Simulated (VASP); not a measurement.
# AlN (F-43m) in VASP: a series of runs

AlN is run at these levels: PBE+D3(BJ); tasks: single point, relaxation of cell and atoms.

Everything below comes from runs of VASP 6.6.1. Logs are shortened: lines on timing, memory, paths and dates and some standing lists are left out, and cuts for length are marked.

## Step 1: The cell of the first run

It takes space group F-43m (No. 216, cubic). The conventional cell has a = 4.368 Å, b = 4.368 Å, c = 4.368 Å, α = 90.00°, β = 90.00°, γ = 90.00°. Al (site symmetry -43m) has 4 N at 1.89 Å within 2.5 Å. N (site symmetry -43m) has 4 Al at 1.89 Å within 2.5 Å.

## Step 2: Single point, PBE+D3(BJ)

INCAR

```
SYSTEM = AlN
ALGO = Normal
EDIFF = 1E-6
ENCUT = 600
GGA = PE
GGA_COMPAT = .False.
ISIF = 2
ISMEAR = 0
IVDW = 12
LASPH = .True.
LCHARG = .False.
LREAL = .False.
LWAVE = .False.
NBANDS = 11
NELM = 120
PREC = Accurate
SIGMA = 0.1
```

KPOINTS

```
k-points
0
Gamma
  8 8 8
  0 0 0
```

POSCAR

```
AlN
1.0
    0.0000000000      2.1839935600      2.1839935600
    2.1839935600      0.0000000000      2.1839935600
    2.1839935600      2.1839935600      0.0000000000
Al N
1 1
Direct
    0.0000000000      0.0000000000      0.0000000000
    0.2500000000      0.2500000000      0.2500000000
```

Potentials or basis: VASP PAW PBE potentials, release 64 (Al, N).

Command:

```console
cat potpaw_PBE.64/Al/POTCAR potpaw_PBE.64/N/POTCAR > POTCAR
mpirun -np 1 vasp_std > vasp.out
```

OUTCAR:

```text
SYSTEM = AlN
   EDIFF = 1E-6
   ENCUT = 600
   GGA = PE
   ISIF = 2
   ISMEAR = 0
   IVDW = 12
   LASPH = .True.
   LREAL = .False.
   NELM = 120
   PREC = Accurate
 IVDW          = 12

 ion  position               nearest neighbor table
   1  0.000  0.000  0.000-   2 1.89   2 1.89   2 1.89   2 1.89
   2  0.250  0.250  0.250-   1 1.89   1 1.89   1 1.89   1 1.89

  LATTYP: Found a face centered cubic cell.
 ALAT       =     4.3679871200

  Lattice vectors:

 A1 = (   0.0000000000,   2.1839935600,   2.1839935600)
 A2 = (   2.1839935600,   0.0000000000,   2.1839935600)
 A3 = (   2.1839935600,   2.1839935600,   0.0000000000)

Analysis of symmetry for initial positions (statically):
=====================================================================
 Subroutine PRICEL returns:
 Original cell was already a primitive cell.

 Routine SETGRP: Setting up the symmetry group for a
 face centered cubic supercell.

 Subroutine GETGRP returns: Found 24 space group operations
 (whereof 24 operations were pure point group operations)
 out of a pool of 48 trial point group operations.

The static configuration has the point symmetry T_d .

Analysis of symmetry for dynamics (positions and initial velocities):
=====================================================================
 Subroutine PRICEL returns:
 Original cell was already a primitive cell.

 Routine SETGRP: Setting up the symmetry group for a
 face centered cubic supercell.

 Subroutine GETGRP returns: Found 24 space group operations
 (whereof 24 operations were pure point group operations)
 out of a pool of 48 trial point group operations.

The dynamic configuration has the point symmetry T_d .

 Subroutine INISYM returns: Found 24 space group operations
 (whereof 24 operations are pure point group operations),
 and found     1 'primitive' translations

----------------------------------------------------------------------------------------

                                     Primitive cell

  volume of cell :      20.8345

  direct lattice vectors                    reciprocal lattice vectors
     0.000000000  2.183993560  2.183993560    -0.228938404  0.228938404  0.228938404
     2.183993560  0.000000000  2.183993560     0.228938404 -0.228938404  0.228938404
     2.183993560  2.183993560  0.000000000     0.228938404  0.228938404 -0.228938404

  length of vectors
     3.088633313  3.088633313  3.088633313     0.396532948  0.396532948  0.396532948

  position of ions in fractional coordinates (direct lattice)
     0.000000000  0.000000000  0.000000000
     0.250000000  0.250000000  0.250000000

  ion indices of the primitive-cell ions
   primitive index   ion index
                 1           1
                 2           2

----------------------------------------------------------------------------------------

 KPOINTS: k-points

Automatic generation of k-mesh.
 Grid dimensions read from file:
 generate k-points for:    8    8    8

 Generating k-lattice:

  Cartesian coordinates                     Fractional coordinates (reciprocal lattice)
    -0.028617301  0.028617301  0.028617301     0.125000000  0.000000000  0.000000000
     0.028617301 -0.028617301  0.028617301     0.000000000  0.125000000  0.000000000
     0.028617301  0.028617301 -0.028617301     0.000000000  0.000000000  0.125000000

  Length of vectors
     0.049566618  0.049566618  0.049566618

  Shift w.r.t. Gamma in fractional coordinates (k-lattice)
     0.000000000  0.000000000  0.000000000

 Subroutine IBZKPT returns following result:
 ===========================================

 Found     29 irreducible k-points:

 Following reciprocal coordinates:
            Coordinates               Weight
  0.000000  0.000000  0.000000      1.000000
  0.125000  0.000000  0.000000      8.000000
  0.250000  0.000000  0.000000      8.000000
  0.375000  0.000000  0.000000      8.000000
  0.500000  0.000000  0.000000      4.000000
  0.125000  0.125000  0.000000      6.000000
[... 16 lines left out ...]
  0.500000  0.250000  0.125000     48.000000
 -0.375000  0.250000  0.125000     24.000000
 [... further k-points ...]
   k-points           NKPTS =     29   k-points in BZ     NKDIM =     29   number of bands    NBANDS=     11
   number of dos      NEDOS =    301   number of ions     NIONS =      2
   total plane-waves  NPLWV =  21952
   dimension x,y,z NGX =    28 NGY =   28 NGZ =   28
   dimension x,y,z NGXF=    56 NGYF=   56 NGZF=   56
   ions per type =               1   1
   NGX,Y,Z   is equivalent  to a cutoff of  15.07, 15.07, 15.07 a.u.
   NGXF,Y,Z  is equivalent  to a cutoff of  30.14, 30.14, 30.14 a.u.
 SYSTEM =  AlN
   PREC   = accura    normal or accurate (medium, high low for compatibility)
   ISTART =      0    job   : 0-new  1-cont  2-samecut
   ICHARG =      2    charge: 1-file 2-atom 10-const
   ISPIN  =      1    spin polarized calculation?
   LNONCOLLINEAR =      F non collinear calculations
   LSORBIT =      F    spin-orbit coupling
   LASPH  =      T    aspherical Exc in radial PAW
   ENCUT  =  600.0 eV  44.10 Ry    6.64 a.u.   6.17  6.17  6.17*2*pi/ulx,y,z
   NELM   =    120;   NELMIN=  2; NELMDL= -5     # of ELM steps
   EDIFF  = 0.1E-05   stopping-criterion for ELM
   LREAL  =      F    real-space projection
   EDIFFG = 0.1E-04   stopping-criterion for IOM
   NSW    =      0    number of steps for IOM
   IBRION =     -1    ionic relax: 0-MD 1-quasi-New 2-CG
   NFREE  =      0    steps in history (QN), initial steepest desc. (CG)
   ISIF   =      2    stress and relaxation
   ISYM   =      2    0-nonsym 1-usesym 2-fastsym
   POTIM  = 0.5000    time-step for ionic-motion
   TEBEG  =    0.0;   TEEND  =   0.0 temperature during run
   PSTRESS=    0.0 pullay stress
   NELECT =       8.0000    total number of electrons
   NUPDOWN=      -1.0000    fix difference up-down
   EMIN   =  10.00;   EMAX   =-10.00  energy-range for DOS
   EFERMI =   0.00;   METHOD = LEGACY
   ISMEAR =     0;   SIGMA  =   0.10  broadening in eV -4-tet -1-fermi 0-gaus
   EFERMI_NEDOS =   21; number of points for ismear=-14 and -15
   IALGO  =     38    algorithm
   IMIX   =      4    mixing-type and parameters
     AMIX     =   0.40;   BMIX     =  1.00
     AMIX_MAG =   1.60;   BMIX_MAG =  1.00
  volume/ion in A,a.u.               =      10.42        70.30
  Fermi-wavevector in a.u.,A,eV,Ry     =   1.189899  2.248583 19.263943  1.415860
  Thomas-Fermi vector in A             =   2.325996
   LORBIT       =      0    0 simple, 1 ext, 2 COOP (PROOUT), +10 PAW based schemes
   GGA     = PE    functional components
   LHFCALC =     F    Hartree Fock is set to
   AEXX    =    0.0000 exact exchange contribution
   IVDW    =    12    specifies the selected vdW correction
   LEPSILON=     F    determine dielectric tensor
   LRPA    =     F    only Hartree local field effects (RPA)
 non-spin polarized calculation
 Gauss-broadening in eV      SIGMA  =   0.10
  energy-cutoff  :      600.00
  volume of cell :       20.83
 maximum number of plane-waves:       725
 NGX is ok and might be reduce to    28
   NGX = 13   NGY = 13   NGZ = 13

 number of electron       7.9999999 magnetization

 Free energy of the ion-electron system (eV)
  ---------------------------------------------------
  ext. energy  EPLUGINS =         0.00000000
  ---------------------------------------------------
  free energy    TOTEN  =       -14.84183932 eV

  energy without entropy =      -14.84183932  energy(sigma->0) =      -14.84183932

 E-fermi :   6.4536     XC(G=0): -10.9338

 val. band max:        5.9699266541   @ k =   0.0000   0.0000   0.0000
 cond. band min:       9.2878024760   @ k =   0.5000   0.5000   0.0000
 fundamental gap:      3.3178758218
 Fermi energy:         6.4536373883

 k-point     1 :       0.0000    0.0000    0.0000
  band No.  band energies     occupation
      1      -9.0115      2.00000
      2       5.9699      2.00000
      3       5.9699      2.00000
      4       5.9699      2.00000
      5      10.1660      0.00000
      6      18.5302      0.00000
      7      18.5302      0.00000
      8      18.5302      0.00000
      9      23.6585      0.00000
     10      23.6585      0.00000
     11      25.0603      0.00000

 k-point     2 :       0.1250    0.0000    0.0000
  band No.  band energies     occupation
      1      -8.7843      2.00000
      2       4.7905      2.00000
      3       5.8915      2.00000
      4       5.8915      2.00000
      5      11.1079      0.00000
      6      17.9571      0.00000
      7      18.7028      0.00000
      8      18.7028      0.00000
      9      22.1199      0.00000
     10      22.1199      0.00000
     11      24.0116      0.00000

 k-point     3 :       0.2500    0.0000    0.0000
  band No.  band energies     occupation
      1      -8.1610      2.00000
      2       2.7103      2.00000
      3       5.7146      2.00000
      4       5.7146      2.00000
      5      12.4265      0.00000
      6      16.9407      0.00000
      7      18.2971      0.00000
      8      18.2971      0.00000
      9      22.2463      0.00000
     10      22.2463      0.00000
     11      23.2105      0.00000
[... 267 lines left out ...]
 k-point    23 :       0.5000    0.2500    0.1250
  band No.  band energies     occupation
      1      -6.9808      2.00000
      2       1.3487      2.00000
      3       3.9016      2.00000
      4       5.0402      2.00000
      5      13.0157      0.00000
      6      15.6103      0.00000
      7      17.5052      0.00000
      8      18.8560      0.00000
      9      22.0125      0.00000
     10      25.6254      0.00000
     11      27.7425      0.00000

 k-point    24 :      -0.3750    0.2500    0.1250
  band No.  band energies     occupation
      1      -6.6435      2.00000
      2       0.8299      2.00000
      3       3.7473      2.00000
      4       4.8536      2.00000
      5      13.0720      0.00000
      6      15.2249      0.00000
      7      18.1416      0.00000
      8      18.6560      0.00000
      9      23.1492      0.00000
     10      24.7435      0.00000
     11      28.0121      0.00000

 [... further k-points ...]

------------------------ aborting loop because EDIFF is reached ----------------------------------------

 Edisp (eV)   -0.53939

 E8    (eV) :    -0.2109

  FORCE on cell =-STRESS in cart. coord.  units (eV):
  Direction    XX          YY          ZZ          XY          YZ          ZX
  --------------------------------------------------------------------------------------
  -------------------------------------------------------------------------------------
  Total       0.02574     0.02574     0.02574     0.00000     0.00000     0.00000
  in kB       1.97944     1.97944     1.97944     0.00000     0.00000     0.00000
  external pressure =        1.98 kB  Pullay stress =        0.00 kB

 VOLUME and BASIS-vectors are now :
 -----------------------------------------------------------------------------
  energy-cutoff  :      600.00
  volume of cell :       20.83
      direct lattice vectors                 reciprocal lattice vectors
     0.000000000  2.183993560  2.183993560    -0.228938404  0.228938404  0.228938404
     2.183993560  0.000000000  2.183993560     0.228938404 -0.228938404  0.228938404
     2.183993560  2.183993560  0.000000000     0.228938404  0.228938404 -0.228938404

 POSITION                                       TOTAL-FORCE (eV/Angst)
 -----------------------------------------------------------------------------------
      0.00000      0.00000      0.00000        -0.000000     -0.000000      0.000000
      1.09200      1.09200      1.09200         0.000000      0.000000     -0.000000
 -----------------------------------------------------------------------------------
    total drift:                                0.000000      0.000000      0.000000

  FREE ENERGIE OF THE ION-ELECTRON SYSTEM (eV)
  ---------------------------------------------------
  free  energy   TOTEN  =       -15.3812263474 eV

  energy  without entropy=      -15.3812263474  energy(sigma->0) =      -15.38122635
```

Run time: 14 s. Hardware: 1 thread of Intel Xeon 8259CL, shared host; peak memory 0.16 GiB.

What came out:

- Free energy: -15.3812 eV
- Pressure: 0.2 GPa
- Band gap on the k mesh: 3.32 eV (least direct gap 4.20 eV)
- Dispersion energy per atom: -0.270 eV

Levels at points of the mesh, in eV from the valence-band top:
```
           k point  band 1  band 2  band 3  band 4  band 5  band 6  band 7  band 8
(0.00, 0.00, 0.00)  -14.98    0.00    0.00    0.00    4.20   12.56   12.56   12.56
(0.50, 0.00, 0.00)  -12.93   -5.85   -0.48   -0.48    7.38    9.87   11.15   11.15
(0.50, 0.50, 0.00)  -12.30   -4.90   -1.77   -1.77    3.32    8.61   13.96   15.73
```

[end of part 1 of 2]
